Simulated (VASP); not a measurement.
# Sb (P-1) in VASP: settings compared

Sb is run at these levels: PBEsol, PBE-based screened hybrid, PBEsol-based screened hybrid, r2SCAN0; tasks: single point.

All numbers are computed with VASP 6.6.1; they aren't measurements. Logs are shortened: lines on timing, memory, paths and dates and some standing lists are left out, and cuts for length are marked.

## Step 1: The cell of the first run

The typed cell holds 1 atom: a = 3.520 Å, b = 3.489 Å, c = 3.551 Å, α = 126.62°, β = 127.33°, γ = 78.30°.

## Step 2: Single point, PBEsol

Input file INCAR:

```
SYSTEM = Sb
PREC = Accurate
ENCUT = 520
EDIFF = 1E-6
ISMEAR = 1
SIGMA = 0.05
LREAL = .False.
LASPH = .True.
NELM = 80
ALGO = Normal
ISIF = 2
LWAVE = .False.
LCHARG = .False.
GGA = PS
NBANDS = 8
```

Input file KPOINTS:

```
Automatic mesh
0
Gamma
  16 16 19
  0 0 0
```

Input file POSCAR:

```
Sb
1.0
   -1.5948718800      1.5512544700      2.7276667100
    1.5472171300     -1.5649253900      2.7079107700
    1.6154168300      1.5854703400     -2.7356140700
Sb
1
Direct
    0.0000000000      0.0000000000      0.0000000000
```

Potentials or basis: VASP PAW PBE potentials, release 64 (Sb).

Launch:

```console
> cat potpaw_PBE.64/Sb/POTCAR > POTCAR
> mpirun -np 1 vasp_std > vasp.out
```

OUTCAR:

```text
SYSTEM = Sb
   PREC = Accurate
   ENCUT = 520
   EDIFF = 1E-6
   ISMEAR = 1
   LREAL = .False.
   LASPH = .True.
   NELM = 80
   ISIF = 2
   GGA = PS

 ion  position               nearest neighbor table
   1  0.000  0.000  0.000-

  LATTYP: Found a triclinic cell.
 ALAT       =     3.1368021597
 B/A-ratio  =     1.4107827502
 C/A-ratio  =     1.1143383751
 COS(alpha) =     0.0016356996
 COS(beta)  =     0.4506384856
 COS(gamma) =     0.6994872546

  Lattice vectors:

 A1 = (   0.0205449500,   3.1367248100,  -0.0079473600)
 A2 = (  -3.1420890100,   3.1161798600,   0.0197559400)
 A3 = (   1.5677620800,   1.5717994200,   2.6999634100)

Analysis of symmetry for initial positions (statically):
=====================================================================
 Subroutine PRICEL returns:
 Original cell was already a primitive cell.

 Routine SETGRP: Setting up the symmetry group for a
 triclinic supercell.

 Subroutine GETGRP returns: Found  2 space group operations
 (whereof  2 operations were pure point group operations)
 out of a pool of  2 trial point group operations.

The static configuration has the point symmetry S_2 .

Analysis of symmetry for dynamics (positions and initial velocities):
=====================================================================
 Subroutine PRICEL returns:
 Original cell was already a primitive cell.

 Routine SETGRP: Setting up the symmetry group for a
 triclinic supercell.

 Subroutine GETGRP returns: Found  2 space group operations
 (whereof  2 operations were pure point group operations)
 out of a pool of  2 trial point group operations.

The dynamic configuration has the point symmetry S_2 .

 Subroutine INISYM returns: Found  2 space group operations
 (whereof  2 operations are pure point group operations),
 and found     1 'primitive' translations

----------------------------------------------------------------------------------------

                                     Primitive cell

  volume of cell :      26.9579

  direct lattice vectors                    reciprocal lattice vectors
    -1.594871880  1.551254470  2.727666710    -0.000455535  0.319274999  0.184772102
     1.547217130 -1.564925390  2.707910770     0.317838488 -0.001608608  0.186755598
     1.615416830  1.585470340 -2.735614070     0.314165556  0.316755140  0.003551015

  length of vectors
     3.519967674  3.489362845  3.550615732     0.368886787  0.368648268  0.446146192

  position of ions in fractional coordinates (direct lattice)
     0.000000000  0.000000000  0.000000000

  ion indices of the primitive-cell ions
   primitive index   ion index
                 1           1

----------------------------------------------------------------------------------------

 KPOINTS: Automatic mesh

Automatic generation of k-mesh.
 Grid dimensions read from file:
 generate k-points for:   16   16   19

 Generating k-lattice:

  Cartesian coordinates                     Fractional coordinates (reciprocal lattice)
    -0.000028471  0.019954687  0.011548256     0.062500000  0.000000000  0.000000000
     0.019864905 -0.000100538  0.011672225     0.000000000  0.062500000  0.000000000
     0.016535029  0.016671323  0.000186896     0.000000000 -0.000000000  0.052631579

  Length of vectors
     0.023055424  0.023040517  0.023481379

  Shift w.r.t. Gamma in fractional coordinates (k-lattice)
     0.000000000  0.000000000  0.000000000

 Subroutine IBZKPT returns following result:
 ===========================================

 Found   2434 irreducible k-points:

 Following reciprocal coordinates:
            Coordinates               Weight
  0.000000  0.000000  0.000000      1.000000
  0.062500  0.000000 -0.000000      2.000000
  0.125000  0.000000 -0.000000      2.000000
  0.187500  0.000000  0.000000      2.000000
  0.250000  0.000000 -0.000000      2.000000
  0.312500 -0.000000  0.000000      2.000000
[... 16 lines left out ...]
 -0.187500  0.062500  0.000000      2.000000
 -0.125000  0.062500  0.000000      2.000000
 [... further k-points ...]
   k-points           NKPTS =   2434   k-points in BZ     NKDIM =   2434   number of bands    NBANDS=      8
   number of dos      NEDOS =    301   number of ions     NIONS =      1
   total plane-waves  NPLWV =  21952
   dimension x,y,z NGX =    28 NGY =   28 NGZ =   28
   dimension x,y,z NGXF=    56 NGYF=   56 NGZF=   56
   ions per type =               1
   NGX,Y,Z   is equivalent  to a cutoff of  13.22, 13.34, 13.11 a.u.
   NGXF,Y,Z  is equivalent  to a cutoff of  26.45, 26.68, 26.22 a.u.
 SYSTEM =  Sb
   PREC   = accura    normal or accurate (medium, high low for compatibility)
   ISTART =      0    job   : 0-new  1-cont  2-samecut
   ICHARG =      2    charge: 1-file 2-atom 10-const
   ISPIN  =      1    spin polarized calculation?
   LNONCOLLINEAR =      F non collinear calculations
   LSORBIT =      F    spin-orbit coupling
   LASPH  =      T    aspherical Exc in radial PAW
[... 114 lines left out ...]
  band No.  band energies     occupation
      1      -2.6538      2.00000
      2       5.9508      2.00000
      3      10.7695      0.00000
      4      13.5739      0.00000
      5      15.0203      0.00000
      6      17.7382      0.00000
      7      20.0068      0.00000
      8      20.8323      0.00000

 k-point     7 :       0.3750    0.0000    0.0000
  band No.  band energies     occupation
      1      -1.8665      2.00000
      2       4.3796      2.00000
      3      10.3870      0.00000
      4      13.6057      0.00000
      5      14.6830      0.00000
      6      17.8973      0.00000
      7      19.4552      0.00000
      8      20.0684      0.00000

 k-point     8 :       0.4375    0.0000   -0.0000
  band No.  band energies     occupation
      1      -1.0871      2.00000
      2       3.1226      2.00000
      3      10.1496      0.00000
      4      13.6404      0.00000
      5      14.4823      0.00000
      6      18.1663      0.00000
      7      19.0395      0.00000
      8      19.4534      0.00000

 k-point     9 :       0.5000    0.0000   -0.0000
  band No.  band energies     occupation
      1      -0.6890      2.00000
      2       2.5642      2.00000
      3      10.0692      0.00000
      4      13.6553      0.00000
      5      14.4157      0.00000
      6      18.4004      0.00000
      7      18.8006      0.00000
      8      19.1955      0.00000

 k-point    10 :       0.0000    0.0625   -0.0000
  band No.  band energies     occupation
      1      -4.5153      2.00000
      2      12.6841      0.00000
      3      13.0711      0.00000
      4      13.8947      0.00000
      5      17.7683      0.00000
      6      18.0251      0.00000
      7      18.8812      0.00000
      8      19.3879      0.00000
[... 78 lines left out ...]
 k-point    18 :       0.5000    0.0625   -0.0000
  band No.  band energies     occupation
      1      -0.6485      2.00000
      2       2.6755      2.00000
      3       9.9037      0.00000
      4      13.0575      0.00000
      5      14.6682      0.00000
      6      17.4440      0.00000
      7      19.0120      0.00000
      8      20.7607      0.00000

 k-point    19 :      -0.4375    0.0625    0.0000
  band No.  band energies     occupation
      1      -1.1922      2.00000
      2       3.4534      2.00000
      3      10.0366      0.00000
      4      13.0891      0.00000
      5      14.7586      0.00000
      6      17.6044      0.00000
      7      19.2661      0.00000
      8      20.6720      0.00000

 k-point    20 :      -0.3750    0.0625    0.0000
  band No.  band energies     occupation
      1      -1.9917      2.00000
      2       4.8009      2.00000
      3      10.3193      0.00000
      4      13.1001      0.00000
      5      14.9771      0.00000
      6      17.9451      0.00000
      7      19.3819      0.00000
      8      20.9901      0.00000

 k-point    21 :      -0.3125    0.0625    0.0000
  band No.  band energies     occupation
      1      -2.7586      2.00000
      2       6.4162      2.00000
      3      10.7364      0.00000
      4      13.1173      0.00000
      5      15.3166      0.00000
      6      18.2789      0.00000
      7      19.5775      0.00000
      8      20.6573      0.00000

 k-point    22 :      -0.2500    0.0625    0.0000
  band No.  band energies     occupation
      1      -3.4100      2.00000
      2       8.1889      2.00004
      3      11.2578      0.00000
      4      13.1600      0.00000
      5      15.7676      0.00000
      6      18.3352      0.00000
      7      19.9316      0.00000
      8      20.1101      0.00000

 k-point    23 :      -0.1875    0.0625    0.0000
  band No.  band energies     occupation
      1      -3.9191      2.00000
      2      10.0370      0.00000
      3      11.8306      0.00000
      4      13.2207      0.00000
      5      16.3094      0.00000
      6      18.1936      0.00000
      7      19.5292      0.00000
      8      20.3138      0.00000

 k-point    24 :      -0.1250    0.0625    0.0000
  band No.  band energies     occupation
      1      -4.2754      2.00000
      2      11.8253      0.00000
      3      12.3729      0.00000
      4      13.2493      0.00000
      5      16.9145      0.00000
      6      18.2239      0.00000
      7      19.1429      0.00000
      8      19.6269      0.00000

 [... further k-points ...]
[... 5 lines left out ...]
  --------------------------------------------------------------------------------------
  -------------------------------------------------------------------------------------
  Total       -0.2081300     -0.0939203     -0.1935436      0.0124179     -0.0334046     -0.0499923
  in kB      -12.3696875     -5.5819196    -11.5027780      0.7380260     -1.9853219     -2.9711675
  external PRESSURE =      -9.8181284 kB  Pullay stress =       0.0000000 kB

 VOLUME and BASIS-vectors are now :
 -----------------------------------------------------------------------------
  energy-cutoff  :      520.00
  volume of cell :       26.96
      direct lattice vectors                 reciprocal lattice vectors
    -1.594871880  1.551254470  2.727666710    -0.000455535  0.319274999  0.184772102
     1.547217130 -1.564925390  2.707910770     0.317838488 -0.001608608  0.186755598
     1.615416830  1.585470340 -2.735614070     0.314165556  0.316755140  0.003551015

 POSITION                                       TOTAL-FORCE (eV/Angst)
 -----------------------------------------------------------------------------------
      0.00000      0.00000      0.00000        -0.000000     -0.000000      0.000000
 -----------------------------------------------------------------------------------
    total drift:                               -0.000000      0.000000      0.000000

  FREE ENERGIE OF THE ION-ELECTRON SYSTEM (eV)
  ---------------------------------------------------
  free  energy   TOTEN  =        -4.3091313010 eV

  energy  without entropy=       -4.3091165963  energy(sigma->0) =       -4.30912640
```

It took 6.4 min on 1 thread of Intel Xeon Platinum 8259CL at 2.50GHz (Skylake/Cascade Lake), shared host; peak memory 0.61 GiB.

What came out:

| Property | Result |
| --- | --- |
| Free energy | -4.3091 eV |
| Pressure | -1.0 GPa |

Stress tensor (GPa, compression positive):
```
-1.24  0.07 -0.30
 0.07 -0.56 -0.20
-0.30 -0.20 -1.15
```

Caveat: the PAW data sets were made with another functional, which shifts forces and pressure a little; spin-orbit coupling is left out, which moves the levels of the heavy elements.

## Step 3: Single point, PBE-based screened hybrid

POSCAR is that of step 2.

Input file INCAR.step1:

```
SYSTEM = Sb
PREC     = Accurate       ! precision mode
ENCUT    = 520            ! plane-wave cutoff, eV
EDIFF    = 1E-5           ! SCF threshold, eV
ISMEAR   = -1             ! smearing method
SIGMA    = 0.05           ! smearing width, eV
LREAL    = .FALSE.        ! projectors in reciprocal space
LASPH    = .TRUE.         ! aspherical terms in the spheres
NELM     = 60             ! most SCF steps
ALGO     = Normal         ! electronic algorithm
ISIF     = 2              ! what is computed and relaxed
LWAVE    = .TRUE.         ! write WAVECAR
NBANDS   = 8              ! bands
GGA      = PE             ! functional
```

Input file INCAR.step2:

```
SYSTEM = Sb
PREC     = Accurate       ! precision mode
ENCUT    = 520            ! plane-wave cutoff, eV
EDIFF    = 1E-6           ! SCF threshold, eV
ISMEAR   = -1             ! smearing method
SIGMA    = 0.05           ! smearing width, eV
LREAL    = .FALSE.        ! projectors in reciprocal space
LASPH    = .TRUE.         ! aspherical terms in the spheres
NELM     = 60             ! most SCF steps
ALGO     = Normal         ! electronic algorithm
ISIF     = 2              ! what is computed and relaxed
LWAVE    = .FALSE.        ! write WAVECAR
LCHARG   = .TRUE.         ! write CHGCAR
GGA      = PE             ! functional
LHFCALC  = .TRUE.         ! exact exchange
AEXX     = 0.25           ! exact-exchange fraction
HFSCREEN = 0.3            ! screening, 1/A
PRECFOCK = Normal       
LELF     = .TRUE.         ! ELF
LVHAR    = .TRUE.       
NBANDS   = 8              ! bands
ISTART   = 1
```

Input file KPOINTS:

```
regular mesh
0
G
  5 5 6
  0 0 0
```

Potentials or basis: VASP PAW PBE potentials, release 64 (Sb).

Launch:

```console
> cat potpaw_PBE.64/Sb/POTCAR > POTCAR
> cp INCAR.step1 INCAR
> mpirun -np 1 vasp_std > vasp.out
> cp INCAR.step2 INCAR
> mpirun -np 1 vasp_std > vasp.out
```

It took 16 min on 1 thread of AMD EPYC 7R13 (Zen 3), shared host; peak memory 0.24 GiB.

The run converged. Its results:

| Quantity | Value |
| --- | --- |
| Free energy | -4.5726 eV |
| Pressure | -0.9 GPa |

Stress tensor (GPa, compression positive):
```
-3.23 -0.68  0.55
-0.68 -1.68  0.31
 0.55  0.31  2.33
```

Levels at points of the mesh, in eV from the Fermi level:
| k point | band 1 | band 2 | band 3 | band 4 | band 5 | band 6 | band 7 | band 8 |
| --- | --- | --- | --- | --- | --- | --- | --- | --- |
| (0.00, 0.00, 0.00) | -14.52 | 4.82 | 5.61 | 5.85 | 9.51 | 10.84 | 10.95 | 11.18 |
| (0.00, 0.00, 0.50) | -7.51 | -5.24 | -1.39 | 0.59 | 3.53 | 4.46 | 15.88 | 16.14 |

Caveat: the k points lie up to 0.47 Å⁻¹ apart; the PAW data sets were made with another functional, which shifts forces and pressure a little; spin-orbit coupling is left out, which moves the levels of the heavy elements.

## Step 4: Single point, PBEsol-based screened hybrid

POSCAR is that of step 3.

Input file INCAR.step1:

```
SYSTEM = Sb
PREC = Accurate
ENCUT = 520
EDIFF = 1E-5
ISMEAR = -1
SIGMA = 0.05
LREAL = .False.
LASPH = .True.
NELM = 100
ALGO = Normal
ISIF = 2
LWAVE = .True.
GGA = PE
NBANDS = 8
```

Input file INCAR.step2:

```
SYSTEM = Sb
PREC = Accurate
ENCUT = 520
EDIFF = 1E-6
ISMEAR = -1
SIGMA = 0.05
LREAL = .False.
LASPH = .True.
NELM = 100
ALGO = Normal
ISIF = 2
LWAVE = .False.
LCHARG = .True.
GGA = PS
LHFCALC = .True.
AEXX = 0.25
HFSCREEN = 0.207
PRECFOCK = Normal
LELF = .True.
LVHAR = .True.
ISTART = 1
NBANDS = 8
```

Input file KPOINTS:

```
regular mesh
0
Gamma
  5 5 6
  0 0 0
```

Launch:

```console
> cat potpaw_PBE.64/Sb/POTCAR > POTCAR
> cp INCAR.step1 INCAR
> mpirun -np 1 vasp_std > vasp.out
> cp INCAR.step2 INCAR
> mpirun -np 1 vasp_std > vasp.out
```

Run time: 13 min. Hardware: 1 thread of AMD EPYC 7R13 (Zen 3), shared host; peak memory 0.24 GiB.

It converged, with:

* Free energy: -5.0504 eV
* Pressure: -2.9 GPa

Stress tensor (GPa, compression positive):
```
-5.38 -0.67  0.52
-0.67 -3.82  0.17
 0.52  0.17  0.54
```

Levels at points of the mesh, in eV from the Fermi level:
```
           k point  band 1  band 2  band 3  band 4  band 5  band 6
(0.00, 0.00, 0.00)  -14.74    4.94    5.74    5.98    9.70   11.01
(0.00, 0.00, 0.50)   -7.69   -5.39   -1.46    0.64    3.61    4.56
```

Caveat: the k points lie up to 0.47 Å⁻¹ apart; the PAW data sets were made with another functional, which shifts forces and pressure a little; spin-orbit coupling is left out, which moves the levels of the heavy elements.

## Step 5: Single point, r2SCAN0

POSCAR is that of step 4.

Input file INCAR.step1:

```
PREC = Accurate ; ENCUT = 520
EDIFF = 1E-5 ; ISMEAR = -1
SIGMA = 0.05 ; LREAL = F
LASPH = T ; NELM = 80
ALGO = Normal ; ISIF = 2
LWAVE = T ; LCHARG = F
GGA = PE ; NBANDS = 8
```

Input file INCAR.step2:

```
PREC = Accurate ; ENCUT = 520
EDIFF = 1E-6 ; ISMEAR = -1
SIGMA = 0.05 ; LREAL = F
LASPH = T ; NELM = 80
ALGO = Normal ; ISIF = 2
LWAVE = F ; LCHARG = F
METAGGA = R2SCAN ; LHFCALC = T
AEXX = 0.25 ; LMIXTAU = T
PRECFOCK = Normal ; ISTART = 1
NBANDS = 8
```

Input file KPOINTS:

```
regular mesh
0
Gamma
  5 5 6
```

Launch:

```console
> cat potpaw_PBE.64/Sb/POTCAR > POTCAR
> cp INCAR.step1 INCAR
> mpirun -np 1 vasp_std > vasp.out
> cp INCAR.step2 INCAR
> mpirun -np 1 vasp_std > vasp.out
```

It took 17 min on 1 thread of AMD EPYC 7R13 (Zen 3), shared host; peak memory 0.15 GiB.

It converged, with:

```yaml
Free_energy: -21.4758 eV
Pressure: -1.4 GPa
```

Stress tensor (GPa, compression positive):
```
-4.47 -0.46  0.39
-0.46 -2.76 -0.15
 0.39 -0.15  2.98
```

Levels at points of the mesh, in eV from the Fermi level:
```tsv
k point	band 1	band 2	band 3	band 4	band 5	band 6
(0.00, 0.00, 0.00)	-15.70	5.42	6.27	6.52	10.23	11.67
(0.00, 0.00, 0.50)	-8.29	-6.13	-1.98	0.94	4.17	4.98
```

Caveat: the k points lie up to 0.47 Å⁻¹ apart; the PAW data sets were made with another functional, which shifts forces and pressure a little; spin-orbit coupling is left out, which moves the levels of the heavy elements.

## Step 6: The runs side by side

```tsv
level	k mesh	smearing	grid for exact exchange (PRECFOCK)	share of exact exchange	screening parameter	gap on the mesh (eV)	pressure (GPa)
PBEsol	16 × 16 × 19	methfessel-paxton 0.05 eV	-	-	-	none	-1.0
PBE-based screened hybrid	5 × 5 × 6	fermi-dirac 0.05 eV	Normal	0.25	0.3 1/Å	none	-0.9
PBEsol-based screened hybrid	5 × 5 × 6	fermi-dirac 0.05 eV	Normal	0.25	0.207 1/Å	none	-2.9
r2SCAN0	5 × 5 × 6	fermi-dirac 0.05 eV	Normal	-	-	none	-1.4
```

Alike in all rows: task single point; potentials or basis VASP PAW PBE potentials, release 64 (Sb); no spin polarisation; cell as given; cutoff (eV) 520.

Caveats: some runs use coarse meshes; the PAW data sets were made with another functional, which shifts forces and pressure a little; spin-orbit coupling is left out, which moves the levels of the heavy elements.

Total energies depend on the potentials used, so only differences within one code and one set of settings carry meaning.
